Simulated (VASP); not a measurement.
A run of VASP 6.6.1 is set up as follows.

File INCAR:

```
SYSTEM = YF6
  PREC = Accurate
  ENCUT = 520
  EDIFF = 1E-6
  ISMEAR = 0
  SIGMA = 0.1
  LREAL = .FALSE.
  LASPH = .TRUE.
  NELM = 150
  ALGO = Normal
  ISIF = 2
  LWAVE = .FALSE.
  LCHARG = .FALSE.
  ISPIN = 2
  MAGMOM = 0 1 1 1 1 1 1
  LORBIT = 11
  LMAXMIX = 4
  GGA = PE
  NBANDS = 40
```

Contents of KPOINTS:

```
regular mesh
0
G
  4 4 4
  0 0 0
```

Contents of POSCAR:

```
YF6
1.0
    5.4620909606      0.0000000000      0.0000000000
    0.0000000000      5.4620909606      0.0000000000
    0.0000000000      0.0000000000      4.3503635251
Y F
1 6
Direct
    0.0000000000      0.0000000000      0.0000000000
    0.0000000000      0.0000000000      0.5000000000
    0.5000000000      0.5000000000      0.5000000000
    0.2836665784      0.2836665784      0.0000000000
    0.7163334216      0.7163334216      0.0000000000
    0.2836665784      0.7163334216      0.0000000000
    0.7163334216      0.2836665784      0.0000000000
```

Potentials or basis: VASP PAW PBE potentials, release 64 (Y_sv, F).

Run with:

```sh
$ cat potpaw_PBE.64/Y_sv/POTCAR potpaw_PBE.64/F/POTCAR > POTCAR
$ mpirun -np 1 vasp_std > vasp.out
```

Question: Estimate the site moments.

Answer: Y -0.01; F +0.00, +0.87, -0.39 (each value once) μB.

Question: What does it give for the pressure?

Answer: -0.1 GPa.

Question: What does it give for the largest force?

Answer: 0.057 eV/Å.

Question: Predict the net moment.

Answer: -0.72 μB per cell.

Stress tensor (GPa, compression positive):
```
-0.30  0.00  0.00
 0.00 -0.30  0.00
 0.00  0.00  0.45
```

Caveat: the k points lie up to 0.36 Å⁻¹ apart; the cell differs from its parent crystal (atoms taken out).
